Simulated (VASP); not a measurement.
# Si (a cell with a defect) in VASP: a series of runs

Runs on Si (a cell with a defect). Level: PBEsol. Tasks: single point.

Program: VASP 6.6.1. These are calculated values, not measurements. Logs are shortened: lines on timing, memory, paths and dates and some standing lists are left out, and cuts for length are marked.

## (1) The cell of the first run

The cell holds a defect, 17 atoms: a = 7.679 Å, b = 7.679 Å, c = 7.679 Å, α = 60.00°, β = 60.00°, γ = 60.00°.

## (2) Single point, PBEsol

INCAR

```
SYSTEM = Si
PREC = Accurate
ENCUT = 520
EDIFF = 1E-7
ISMEAR = -1
SIGMA = 0.02
LREAL = Auto
LASPH = .TRUE.
NELM = 80
ALGO = Normal
ISIF = 2
LWAVE = .FALSE.
LCHARG = .FALSE.
GGA = PS
NBANDS = 48
```

KPOINTS

```
regular mesh
0
G
  2 2 2
  0 0 0
```

POSCAR

```
Si
1.0
    0.0000000000      5.4300000000      5.4300000000
    5.4300000000      0.0000000000      5.4300000000
    5.4300000000      5.4300000000      0.0000000000
Si
17
Direct
   -0.0424033149     -0.0284990792      0.0738766114
    0.0001289134      0.1288213628      0.2454511971
   -0.0573112339     -0.0043093923      0.6300552486
    0.0919797422      0.1531952118      0.7050920810
   -0.1481123389      0.5092909761      0.1237661142
   -0.0108471455      0.6065193370      0.2666482505
   -0.0862430939      0.5144383057      0.6392265193
    0.0907090239      0.6133057090      0.7544475138
    0.3770902394      0.0501104972      0.0859116022
    0.5784806630      0.0488305709      0.2250184162
    0.4862983425      0.0343093923      0.5691896869
    0.5849355433      0.1692265193      0.7353775322
    0.3797974217      0.4241804788      0.0881215470
    0.5164088398      0.6960773481      0.0755801105
    0.4477716390      0.5556721915      0.6009392265
    0.5600920810      0.6654696133      0.7700920810
    0.3712062615      0.4335082873      0.4056813996
```

Potentials or basis: VASP PAW PBE potentials, release 64 (Si).

Run with:

```
$ cat potpaw_PBE.64/Si/POTCAR > POTCAR
$ mpirun -np 1 vasp_std > vasp.out
```

OUTCAR:

```text
SYSTEM = Si
   PREC = Accurate
   ENCUT = 520
   EDIFF = 1E-7
   ISMEAR = -1
   LREAL = Auto
   LASPH = .TRUE.
   NELM = 80
   ISIF = 2
   GGA = PS

 ion  position               nearest neighbor table
   1  0.958  0.972  0.074-   4 2.37   6 2.37   2 2.39  10 2.40
   2  0.000  0.129  0.245-   9 2.39   5 2.39   1 2.39   3 2.47
   3  0.943  0.996  0.630-  12 2.27   8 2.40   4 2.42   2 2.47
   4  0.092  0.153  0.705-   7 2.31   1 2.37   3 2.42  11 2.47  17 3.04
   5  0.852  0.509  0.124-  14 2.36   6 2.37   2 2.39   8 2.46
   6  0.989  0.607  0.267-   5 2.37   1 2.37   7 2.40  13 2.54  17 3.05
   7  0.914  0.514  0.639-  16 2.24   4 2.31   6 2.40   8 2.47  17 2.93
   8  0.091  0.613  0.754-  15 2.28   3 2.40   5 2.46   7 2.47  17 2.95
   9  0.377  0.050  0.086-  10 2.27  12 2.31   2 2.39  14 2.40  13 2.89
  10  0.578  0.049  0.225-   9 2.27  11 2.33   1 2.40  13 2.43
  11  0.486  0.034  0.569-  10 2.33  16 2.37   4 2.47  17 2.51  12 2.52
  12  0.585  0.169  0.735-   3 2.27   9 2.31  15 2.42  11 2.52  17 2.98
  13  0.380  0.424  0.088-  10 2.43  17 2.44  16 2.44   6 2.54  14 2.71   9 2.89
  14  0.516  0.696  0.076-  16 2.31   5 2.36   9 2.40  17 2.46  13 2.71
  15  0.448  0.556  0.601-   8 2.28  12 2.42  16 2.47  17 2.51
  16  0.560  0.665  0.770-   7 2.24  14 2.31  11 2.37  13 2.44  15 2.47
  17  0.371  0.434  0.406-  13 2.44  14 2.46  11 2.51  15 2.51   7 2.93   8 2.95  12 2.98   4 3.04
                             6 3.05

  LATTYP: Found a face centered cubic cell.
 ALAT       =    10.8600000000

  Lattice vectors:

 A1 = (   0.0000000000,   5.4300000000,   5.4300000000)
 A2 = (   5.4300000000,   0.0000000000,   5.4300000000)
 A3 = (   5.4300000000,   5.4300000000,   0.0000000000)

Analysis of symmetry for initial positions (statically):
=====================================================================
 Subroutine PRICEL returns:
 Original cell was already a primitive cell.

 Routine SETGRP: Setting up the symmetry group for a
 face centered cubic supercell.

 Subroutine GETGRP returns: Found  1 space group operations
 (whereof  1 operations were pure point group operations)
 out of a pool of 48 trial point group operations.

The static configuration has the point symmetry C_1 .

Analysis of symmetry for dynamics (positions and initial velocities):
=====================================================================
 Subroutine PRICEL returns:
 Original cell was already a primitive cell.

 Routine SETGRP: Setting up the symmetry group for a
[... 124 lines left out ...]
   NFREE  =      0    steps in history (QN), initial steepest desc. (CG)
   ISIF   =      2    stress and relaxation
   ISYM   =      2    0-nonsym 1-usesym 2-fastsym
   POTIM  = 0.5000    time-step for ionic-motion
   TEBEG  =    0.0;   TEEND  =   0.0 temperature during run
   PSTRESS=    0.0 pullay stress
   NELECT =      68.0000    total number of electrons
   NUPDOWN=      -1.0000    fix difference up-down
   EMIN   =  10.00;   EMAX   =-10.00  energy-range for DOS
   EFERMI =   0.00;   METHOD = LEGACY
   ISMEAR =    -1;   SIGMA  =   0.02  broadening in eV -4-tet -1-fermi 0-gaus
   EFERMI_NEDOS =   21; number of points for ismear=-14 and -15
   IALGO  =     38    algorithm
   IMIX   =      4    mixing-type and parameters
     AMIX     =   0.40;   BMIX     =  1.00
     AMIX_MAG =   1.60;   BMIX_MAG =  1.00
  volume/ion in A,a.u.               =      18.84       127.11
  Fermi-wavevector in a.u.,A,eV,Ry     =   0.976715  1.845724 12.979587  0.953973
  Thomas-Fermi vector in A             =   2.107356
   LORBIT       =      0    0 simple, 1 ext, 2 COOP (PROOUT), +10 PAW based schemes
   GGA     = PS    functional components
   LHFCALC =     F    Hartree Fock is set to
   AEXX    =    0.0000 exact exchange contribution
   IVDW    =     0    specifies the selected vdW correction
   LEPSILON=     F    determine dielectric tensor
   LRPA    =     F    only Hartree local field effects (RPA)
 non-spin polarized calculation
  energy-cutoff  :      520.00
  volume of cell :      320.21
 maximum number of plane-waves:      8646
 NGX is ok and might be reduce to    60
   NGX = 29   NGY = 29   NGZ = 29

 number of electron      67.9999999 magnetization

 Free energy of the ion-electron system (eV)
  ---------------------------------------------------
  ext. energy  EPLUGINS =         0.00000000
  ---------------------------------------------------
  free energy    TOTEN  =       -92.45117954 eV

  energy without entropy =      -92.44521651  energy(sigma->0) =      -92.44819802

 E-fermi :   6.5378     XC(G=0):  -9.8972

 val. band max:        6.5151369685   @ k =   0.5000   0.5000   0.5000
 cond. band min:       6.5621643339   @ k =   0.0000   0.0000   0.0000
 fundamental gap:      0.0470273655
 Fermi energy:         6.5377945979

 k-point     1 :       0.0000    0.0000    0.0000
  band No.  band energies     occupation
      1      -6.0354      2.00000
      2      -3.5887      2.00000
      3      -3.5110      2.00000
      4      -3.3228      2.00000
      5      -3.1742      2.00000
      6      -2.7238      2.00000
[... 381 lines left out ...]
     45      10.0054      0.00000
     46      10.1183      0.00000
 [bands above 46 left out]

------------------------ aborting loop because EDIFF is reached ----------------------------------------

  FORCE on cell =-STRESS in cart. coord.  units (eV):
  Direction    XX          YY          ZZ          XY          YZ          ZX
  --------------------------------------------------------------------------------------
  -------------------------------------------------------------------------------------
  Total        0.7429734      0.0871205     -3.9052032     -0.0337362     -2.0024750     -2.7290386
  in kB        3.7175287      0.4359148    -19.5400077     -0.1688018    -10.0195496    -13.6549707
  external PRESSURE =      -5.1288547 kB  Pullay stress =       0.0000000 kB

 VOLUME and BASIS-vectors are now :
 -----------------------------------------------------------------------------
  energy-cutoff  :      520.00
  volume of cell :      320.21
      direct lattice vectors                 reciprocal lattice vectors
     0.000000000  5.430000000  5.430000000    -0.092081031  0.092081031  0.092081031
     5.430000000  0.000000000  5.430000000     0.092081031 -0.092081031  0.092081031
     5.430000000  5.430000000  0.000000000     0.092081031  0.092081031 -0.092081031

 POSITION                                       TOTAL-FORCE (eV/Angst)
 -----------------------------------------------------------------------------------
      5.67640      5.60090     10.47500         0.527771      0.129741     -0.283929
      2.03230      1.33350      0.70020         0.215727      0.423402     -0.134220
      8.82780      8.54000     10.52540        -0.825147      0.160315      0.950914
      4.66050      4.32810      1.33130        -1.005335      0.546749     -0.660456
      3.43750      5.29780      7.39120        -0.427740      0.239706      0.380353
      4.74130      6.81900      8.66450        -0.191177      0.190402      0.586293
[... 9 lines left out ...]
      7.79510      7.22290      6.65480        -0.031715     -0.696255     -0.756649
      4.55680      4.21850      4.36960         0.403137     -0.184150      0.652197
 -----------------------------------------------------------------------------------
    total drift:                                0.012053     -0.001427     -0.000604

  FREE ENERGIE OF THE ION-ELECTRON SYSTEM (eV)
  ---------------------------------------------------
  free  energy   TOTEN  =       -92.4511795383 eV

  energy  without entropy=      -92.4452165098  energy(sigma->0) =      -92.44819802
```

stdout:

```text
POSCAR found type information on POSCAR Si
 POSCAR found :  1 types and      17 ions
 scaLAPACK will be used
 -----------------------------------------------------------------------------
|                                                                             |
|                                                                             |
|     You enforced a specific xc type in the INCAR file but a different       |
|     I HOPE YOU KNOW WHAT YOU ARE DOING!                                     |
|                                                                             |
 -----------------------------------------------------------------------------

 LDA part: xc-table for (Slater+PW92), standard interpolation
 POSCAR, INCAR and KPOINTS ok, starting setup
 FFT: planning ... GRIDC
 FFT: planning ... GRID_SOFT
 FFT: planning ... GRID
 WAVECAR not read
 entering main loop
```

Wall time 2.9 min (1 thread of Intel Xeon Platinum 8259CL at 2.50GHz (Skylake/Cascade Lake), shared host); peak memory 0.47 GiB.

Results:

| Property | Result |
| --- | --- |
| Free energy | -92.4512 eV |
| Pressure | -0.5 GPa |
| Largest force | 1.683 eV/Å |
| Band gap on the k mesh | zero (bands 34 and 35 overlap by 0.53 eV) |

Forces in eV/Å, atoms in the order of the input:
```
Si   0.528  0.130 -0.284
Si   0.216  0.423 -0.134
Si  -0.825  0.160  0.951
Si  -1.005  0.547 -0.660
Si  -0.428  0.240  0.380
Si  -0.191  0.190  0.586
Si  -0.752  0.640  1.362
Si   0.714 -0.926 -1.120
Si  -0.333 -0.126 -0.686
Si   0.062  0.314  0.653
Si   1.284 -0.204 -0.368
Si   0.338 -1.044 -0.563
Si   0.050 -0.359  0.053
Si   0.696  0.596 -0.394
Si  -0.724  0.299  0.327
Si  -0.032 -0.696 -0.757
Si   0.403 -0.184  0.652
```

Levels at points of the mesh, in eV from the Fermi level:
```csv
k point,band 32,band 33,band 34,band 35,band 36,band 37
"(0.00, 0.00, 0.00)",-0.79,-0.58,-0.18,0.02,0.12,0.39
"(0.50, 0.00, 0.00)",-0.68,-0.65,-0.46,0.09,0.45,0.88
"(0.00, 0.50, 0.00)",-0.90,-0.66,-0.28,-0.14,0.83,0.88
"(0.00, 0.00, 0.50)",-0.95,-0.61,-0.35,0.36,0.58,0.86
"(0.50, 0.50, 0.50)",-0.77,-0.54,-0.02,0.59,0.67,1.02
"(0.50, 0.50, 0.00)",-1.22,-1.13,-0.25,0.71,0.92,1.19
"(0.00, 0.50, 0.50)",-1.17,-0.62,0.39,0.61,1.02,1.19
"(0.50, 0.00, 0.50)",-1.01,-0.53,-0.34,0.77,1.06,1.40
```

Caveat: the k points lie up to 0.50 Å⁻¹ apart, too coarse for converged energies and pressures of a metal; the atoms stand as in a frame of molecular dynamics; the PAW data sets were made with another functional, which shifts forces and pressure a little.

## (3) Single point, PBEsol

INCAR

```
PREC     = Accurate       # precision mode
ENCUT    = 520            # plane-wave cutoff, eV
EDIFF    = 1E-6           # SCF threshold, eV
ISMEAR   = -1             # smearing method
SIGMA    = 0.02           # smearing width, eV
LREAL    = Auto         
LASPH    = True           # aspherical terms in the spheres
NELM     = 60             # most SCF steps
ALGO     = Normal         # electronic algorithm
ISIF     = 2              # what is computed and relaxed
LWAVE    = False          # write WAVECAR
LCHARG   = False          # write CHGCAR
GGA      = PS             # functional
NBANDS   = 48             # bands
```

KPOINTS

```
Automatic mesh
0
Gamma
  2 2 2
```

POSCAR

```
Si
1.0
    0.0000000000      5.4300000000      5.4300000000
    5.4300000000      0.0000000000      5.4300000000
    5.4300000000      5.4300000000      0.0000000000
Si
17
Direct
   -0.1013627993      0.0152854512      0.1288213628
    0.0538858195      0.1150092081      0.2571270718
   -0.0740791897     -0.0035082873      0.6294198895
    0.0412615101      0.1284069982      0.7643554328
   -0.0968876611      0.4860773481      0.1320810313
   -0.0045856354      0.6576795580      0.2378453039
   -0.0233885820      0.5105340700      0.5952854512
    0.0554696133      0.6465009208      0.7674769797
    0.4214364641     -0.0423204420      0.1476979742
    0.5171086556      0.1530202578      0.2279926335
    0.4068139963      0.0323204420      0.6138121547
    0.5495119705      0.1096961326      0.7711878453
    0.3508195212      0.5027532228      0.0248158379
    0.5957918969      0.6711141805      0.0318692449
    0.4536095764      0.4890976059      0.6059668508
    0.5727624309      0.6348618785      0.7286372007
    0.4217771639      0.4636187845      0.3300460405
```

Potentials or basis: VASP PAW PBE potentials, release 64 (Si).

Run with:

```
$ cat potpaw_PBE.64/Si/POTCAR > POTCAR
$ mpirun -np 1 vasp_std > vasp.out
```

Run time: 2.9 min. Hardware: 1 thread of Intel Xeon Platinum 8259CL at 2.50GHz (Skylake/Cascade Lake), shared host; peak memory 0.46 GiB.

Results (log left out):

* Free energy: -92.3824 eV
* Pressure: 1.7 GPa
* Largest force: 2.866 eV/Å
* Band gap on the k mesh: zero (bands 34 and 35 overlap by 0.19 eV)

Forces in eV/Å, atoms in the order of the input:
```
Si   1.065 -0.323  0.508
Si  -0.253 -0.543 -0.774
Si   1.426 -0.552  0.711
Si  -0.358 -1.106  0.642
Si   0.325 -0.007  0.426
Si  -0.811  0.853 -0.561
Si   0.278  0.425 -0.479
Si  -2.236  1.105 -0.541
Si   0.270  0.048  0.583
Si   0.068  0.722 -0.113
Si  -0.748  0.835 -0.118
Si   0.098 -0.722  0.289
Si   0.761  0.325 -2.000
Si  -0.767 -0.567  0.177
Si   0.726  0.062 -0.176
Si  -0.613 -0.718  2.706
Si   0.769  0.163 -1.279
```

Stress tensor (GPa, compression positive):
```
 1.19 -0.10  0.07
-0.10  0.18 -2.05
 0.07 -2.05  3.77
```

Levels at points of the mesh, in eV from the Fermi level:
```tsv
k point	band 32	band 33	band 34	band 35	band 36	band 37
(0.00, 0.00, 0.00)	-0.80	-0.59	-0.31	-0.04	0.17	0.32
(0.50, 0.00, 0.00)	-0.94	-0.53	-0.19	-0.07	0.69	0.79
(0.00, 0.50, 0.00)	-1.05	-0.78	-0.26	0.15	0.66	0.87
(0.00, 0.00, 0.50)	-0.56	-0.52	-0.30	0.24	0.70	0.95
(0.50, 0.50, 0.50)	-0.71	-0.63	0.03	0.28	0.67	0.81
(0.50, 0.50, 0.00)	-1.03	-0.89	0.12	0.84	0.85	1.27
(0.00, 0.50, 0.50)	-1.22	-0.69	-0.28	1.00	1.09	1.27
(0.50, 0.00, 0.50)	-0.94	-0.85	-0.31	0.93	1.20	1.28
```

Caveat: the k points lie up to 0.50 Å⁻¹ apart; the atoms stand as in a frame of molecular dynamics; the PAW data sets were made with another functional, which shifts forces and pressure a little.
